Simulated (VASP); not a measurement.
# Li4Zr3O (I4/mmm) in VASP: single point with PBE

Aim: the single point of Li4Zr3O with PBE.

Program: VASP 6.6.1. These are calculated values, not measurements. Logs are shortened: lines on timing, memory, paths and dates and some standing lists are left out, and cuts for length are marked.

### 1 The cell of the first run

It takes space group I4/mmm (No. 139, tetragonal). The conventional cell has a = 3.170 Å, b = 3.170 Å, c = 29.690 Å, α = 90.00°, β = 90.00°, γ = 90.00°. Li (site symmetry 4mm) has 9 Li at 2.90 to 3.84 Å and 4 Zr at 3.20 Å within 3.9 Å. Within 3.9 Å of Li (site symmetry 4mm) lie 13 Li at 2.90 to 3.84 Å. Zr (site symmetry 4mm) has 1 O at 2.30 Å within 3.0 Å. Within 3.0 Å of Zr (site symmetry 4/mmm) lie 4 O at 2.24 Å. O (site symmetry 4/mmm) has 6 Zr at 2.24 to 2.30 Å within 3.0 Å.

### 2 Single point, PBE

INCAR reads:

```
SYSTEM = Li4Zr3O
ALGO = Normal ; EDIFF = 1E-6
ENCUT = 520 ; GGA = PE
ISIF = 2 ; ISMEAR = 0
LASPH = .True. ; LCHARG = .False.
LREAL = .False. ; LWAVE = .False.
NBANDS = 37 ; NELM = 80
PREC = Accurate ; SIGMA = 0.2
```

KPOINTS reads:

```
k-points
0
Gamma
  8 8 8
  0 0 0
```

POSCAR reads:

```
Li4Zr3O
1.0
    0.0000000000     -3.1698932340      0.0000000000
    3.1698932340      0.0000000000      0.0000000000
   -1.5849466170      1.5849466170     14.8448150306
Li Zr O
4 3 1
Direct
    0.8457168872      0.8457168872      0.6914337743
    0.2835095587      0.2835095587      0.5670191174
    0.1542831128      0.1542831128      0.3085662257
    0.7164904413      0.7164904413      0.4329808826
    0.5775515700      0.5775515700      0.1551031401
    0.4224484300      0.4224484300      0.8448968599
    0.0000000000      0.0000000000      0.0000000000
    0.5000000000      0.5000000000      0.0000000000
```

Potentials or basis: VASP PAW PBE potentials, release 64 (Li_sv, Zr_sv, O).

Launch:

```bash
> cat potpaw_PBE.64/Li_sv/POTCAR potpaw_PBE.64/Zr_sv/POTCAR potpaw_PBE.64/O/POTCAR > POTCAR
> mpirun -np 1 vasp_std > vasp.out
```

OUTCAR:

```text
SYSTEM = Li4Zr3O
   EDIFF = 1E-6
   ENCUT = 520
   GGA = PE
   ISIF = 2
   ISMEAR = 0
   LASPH = .True.
   LREAL = .False.
   NELM = 80
   PREC = Accurate

 ion  position               nearest neighbor table
   1  0.846  0.846  0.691-   6 3.20   6 3.20   6 3.20   6 3.20
   2  0.284  0.284  0.567-
   3  0.154  0.154  0.309-   5 3.20   5 3.20   5 3.20   5 3.20
   4  0.716  0.716  0.433-
   5  0.578  0.578  0.155-   8 2.30   3 3.20   3 3.20   3 3.20   3 3.20   7 3.21   7 3.21   7 3.21
                             7 3.21
   6  0.422  0.422  0.845-   8 2.30   1 3.20   1 3.20   1 3.20   1 3.20   7 3.21   7 3.21   7 3.21
                             7 3.21
   7  0.000  0.000  0.000-   8 2.24   8 2.24   8 2.24   8 2.24   6 3.21   5 3.21   6 3.21   5 3.21
                             6 3.21   5 3.21   6 3.21   5 3.21
   8  0.500  0.500  0.000-   7 2.24   7 2.24   7 2.24   7 2.24   5 2.30   6 2.30

  LATTYP: Found a body centered tetragonal cell.
 ALAT       =     3.1698932340
 C/A-ratio  =     9.3661293519

  Lattice vectors:

 A1 = (  -1.5849466170,  -1.5849466170, -14.8448150306)
 A2 = (   1.5849466170,   1.5849466170, -14.8448150306)
 A3 = (   1.5849466170,  -1.5849466170,  14.8448150306)

Analysis of symmetry for initial positions (statically):
=====================================================================
 Subroutine PRICEL returns:
 Original cell was already a primitive cell.

 Routine SETGRP: Setting up the symmetry group for a
 body centered tetragonal supercell.

 Subroutine GETGRP returns: Found 16 space group operations
 (whereof 16 operations were pure point group operations)
 out of a pool of 16 trial point group operations.

The static configuration has the point symmetry D_4h.

Analysis of symmetry for dynamics (positions and initial velocities):
=====================================================================
 Subroutine PRICEL returns:
 Original cell was already a primitive cell.

 Routine SETGRP: Setting up the symmetry group for a
 body centered tetragonal supercell.

 Subroutine GETGRP returns: Found 16 space group operations
 (whereof 16 operations were pure point group operations)
 out of a pool of 16 trial point group operations.

The dynamic configuration has the point symmetry D_4h.

 Subroutine INISYM returns: Found 16 space group operations
 (whereof 16 operations are pure point group operations),
 and found     1 'primitive' translations

----------------------------------------------------------------------------------------

                                     Primitive cell
[... 111 lines left out ...]
   POTIM  = 0.5000    time-step for ionic-motion
   TEBEG  =    0.0;   TEEND  =   0.0 temperature during run
   PSTRESS=    0.0 pullay stress
   NELECT =      54.0000    total number of electrons
   NUPDOWN=      -1.0000    fix difference up-down
   EMIN   =  10.00;   EMAX   =-10.00  energy-range for DOS
   EFERMI =   0.00;   METHOD = LEGACY
   ISMEAR =     0;   SIGMA  =   0.20  broadening in eV -4-tet -1-fermi 0-gaus
   EFERMI_NEDOS =   21; number of points for ismear=-14 and -15
   IALGO  =     38    algorithm
   IMIX   =      4    mixing-type and parameters
     AMIX     =   0.40;   BMIX     =  1.00
     AMIX_MAG =   1.60;   BMIX_MAG =  1.00
  volume/ion in A,a.u.               =      18.65       125.83
  Fermi-wavevector in a.u.,A,eV,Ry     =   1.166769  2.204873 18.522277  1.361349
  Thomas-Fermi vector in A             =   2.303277
   LORBIT       =      0    0 simple, 1 ext, 2 COOP (PROOUT), +10 PAW based schemes
   GGA     = PE    functional components
   LHFCALC =     F    Hartree Fock is set to
   AEXX    =    0.0000 exact exchange contribution
   IVDW    =     0    specifies the selected vdW correction
   LEPSILON=     F    determine dielectric tensor
   LRPA    =     F    only Hartree local field effects (RPA)
 non-spin polarized calculation
 Gauss-broadening in eV      SIGMA  =   0.20
  energy-cutoff  :      520.00
  volume of cell :      149.16
 maximum number of plane-waves:      4064
   NGX = 11   NGY = 11   NGZ = 55

 number of electron      54.0000014 magnetization

 Free energy of the ion-electron system (eV)
  ---------------------------------------------------
  ext. energy  EPLUGINS =         0.00000000
  ---------------------------------------------------
  free energy    TOTEN  =       -42.87342803 eV

  energy without entropy =      -42.76093146  energy(sigma->0) =      -42.81717974

 E-fermi :   5.0386     XC(G=0):  -9.2567

 val. band max:        5.0377664773   @ k =   0.2500   0.0000   0.2500
 cond. band min:       5.0402591759   @ k =   0.5000   0.1250   0.0000
 fundamental gap:      0.0024926986
 Fermi energy:         5.0386430098

 k-point     1 :       0.0000    0.0000    0.0000
  band No.  band energies     occupation
      1     -44.3188      2.00000
      2     -43.9824      2.00000
      3     -43.9681      2.00000
      4     -41.4204      2.00000
      5     -41.4053      2.00000
      6     -40.8318      2.00000
[... 949 lines left out ...]
     36       8.0691      0.00000
     37       8.0886      0.00000

 [... further k-points ...]

------------------------ aborting loop because EDIFF is reached ----------------------------------------

  FORCE on cell =-STRESS in cart. coord.  units (eV):
  Direction    XX          YY          ZZ          XY          YZ          ZX
  --------------------------------------------------------------------------------------
  -------------------------------------------------------------------------------------
  Total       -0.0160493     -0.0160493      0.2020403      0.0000000      0.0000000      0.0000000
  in kB       -0.1723864     -0.1723864      2.1701234      0.0000000      0.0000000      0.0000000
  external PRESSURE =       0.6084502 kB  Pullay stress =       0.0000000 kB

 VOLUME and BASIS-vectors are now :
 -----------------------------------------------------------------------------
  energy-cutoff  :      520.00
  volume of cell :      149.16
      direct lattice vectors                 reciprocal lattice vectors
     0.000000000 -3.169893234  0.000000000     0.000000000 -0.315468038  0.033681794
     3.169893234  0.000000000  0.000000000     0.315468038  0.000000000  0.033681794
    -1.584946617  1.584946617 14.844815031     0.000000000  0.000000000  0.067363588

 POSITION                                       TOTAL-FORCE (eV/Angst)
 -----------------------------------------------------------------------------------
      1.58495     -1.58495     10.26421        -0.000000      0.000000     -0.023003
     -0.00000      0.00000      8.41729         0.000000     -0.000000     -0.013439
     -0.00000      0.00000      4.58061        -0.000000      0.000000      0.023003
      1.58495     -1.58495      6.42752        -0.000000      0.000000      0.013439
      1.58495     -1.58495      2.30248        -0.000000      0.000000      0.026113
      0.00000     -0.00000     12.54234         0.000000     -0.000000     -0.026113
      0.00000      0.00000      0.00000        -0.000000      0.000000     -0.000000
      1.58495     -1.58495      0.00000         0.000000     -0.000000     -0.000000
 -----------------------------------------------------------------------------------
    total drift:                               -0.000000     -0.000000     -0.000000

  FREE ENERGIE OF THE ION-ELECTRON SYSTEM (eV)
  ---------------------------------------------------
  free  energy   TOTEN  =       -42.8734280262 eV

  energy  without entropy=      -42.7609314600  energy(sigma->0) =      -42.81717974
```

OSZICAR:

```text
N       E                     dE             d eps       ncg     rms          rms(c)
DAV:   1     0.550024657235E+03    0.55002E+03   -0.26300E+04  4366   0.150E+03
DAV:   2     0.155972778367E+02   -0.53443E+03   -0.51690E+03  4865   0.427E+02
DAV:   3    -0.386470043462E+02   -0.54244E+02   -0.53273E+02  6713   0.107E+02
DAV:   4    -0.456982142623E+02   -0.70512E+01   -0.70022E+01  7100   0.372E+01
DAV:   5    -0.463559160713E+02   -0.65770E+00   -0.65733E+00  6762   0.834E+00    0.228E+01
DAV:   6    -0.438269112902E+02    0.25290E+01   -0.23928E+01  5907   0.187E+01    0.106E+01
DAV:   7    -0.438975033939E+02   -0.70592E-01   -0.22876E+01  5267   0.798E+00    0.573E+00
DAV:   8    -0.429690586635E+02    0.92844E+00   -0.88640E+00  5572   0.560E+00    0.251E+00
DAV:   9    -0.428749386046E+02    0.94120E-01   -0.11259E+00  6360   0.294E+00    0.106E+00
DAV:  10    -0.428726748251E+02    0.22638E-02   -0.94769E-02  5916   0.136E+00    0.625E-01
DAV:  11    -0.428739123880E+02   -0.12376E-02   -0.19060E-02  5954   0.792E-01    0.188E-01
DAV:  12    -0.428734147928E+02    0.49760E-03   -0.30031E-03  5347   0.246E-01    0.372E-02
DAV:  13    -0.428734243071E+02   -0.95143E-05   -0.17412E-04  6891   0.538E-02    0.193E-02
DAV:  14    -0.428734287627E+02   -0.44556E-05   -0.21517E-05  5549   0.240E-02    0.426E-03
DAV:  15    -0.428734280262E+02    0.73652E-06   -0.22980E-06  3736   0.578E-03
   1 F= -.42873428E+02 E0= -.42817180E+02  d E =-.112497E+00
```

Run time: 7.8 min. Hardware: 1 thread of Intel Xeon 8259CL, shared host; peak memory 0.41 GiB.

What came out:

```yaml
Free_energy: -42.8734 eV
Largest_force: 0.026 eV/Å
Band_gap_on_the_k_mesh: zero (bands 27 and 28 overlap by 1.34 eV)
```

Forces in eV/Å, atoms in the order of the input:
```
Li   0.000  0.000 -0.023
Li   0.000  0.000 -0.013
Li   0.000  0.000  0.023
Li   0.000  0.000  0.013
Zr   0.000  0.000  0.026
Zr   0.000  0.000 -0.026
Zr   0.000  0.000  0.000
O    0.000  0.000  0.000
```

Levels at points of the mesh, in eV from the Fermi level:
```tsv
k point	band 25	band 26	band 27	band 28	band 29	band 30
(0.00, 0.00, 0.00)	-2.07	-1.12	-1.08	-0.35	0.83	0.83
(0.50, 0.00, 0.00)	-0.70	-0.49	-0.42	-0.12	-0.06	0.59
(0.50, 0.50, 0.00)	0.01	0.05	0.88	1.16	1.60	2.21
(0.00, 0.00, 0.50)	-2.30	-1.08	-0.84	-0.35	0.51	0.83
```

Caveat: the cutoff is under 1.25 times the usual one of these potentials, so pressure, stress and relaxed cells hold a basis-set (Pulay) error.
